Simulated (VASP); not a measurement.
TePb: vibrations by perturbation theory with PBE

TePb:

```xyz
2
Lattice="0.0000 2.9542 2.9542 2.9542 0.0000 2.9542 2.9542 2.9542 0.0000" Properties=species:S:1:pos:R:3 pbc="T T T"
Te    2.9542    2.9542    2.9542
Pb    0.0000    0.0000    0.0000
```

```yaml
Program: VASP 6.6.1
Task: vibrations by perturbation theory
Functional: PBE
Potentials_or_basis: VASP PAW PBE potentials, release 64 (Te, Pb_d)
Cutoff: 520 eV
k_mesh: 10 × 10 × 10
Occupations: gaussian, width 0.01 eV
Spin: no spin polarisation
Dipole_correction: no
Further_INCAR_settings: ALGO = Normal; EDIFF = 1e-08; IBRION = 8; NSW = 1
```

```yaml
Highest_phonon_frequency_at_Γ_LO-TO_splitting_left_out: 121 cm⁻¹
```

Phonon frequencies in cm⁻¹ (negative: imaginary):
```
              q point        frequencies
(0.000, 0.000, 0.000)  0 0 0 121 121 121
```

Run time: 4.4 min on 1 thread of Intel(R) Xeon(R) Platinum 8259CL CPU @ 2.50GHz (Skylake/Cascade Lake), on a shared host, peak memory 0.34 GiB.

Caveat: the cell stands under pressure or tension, which shifts response properties.
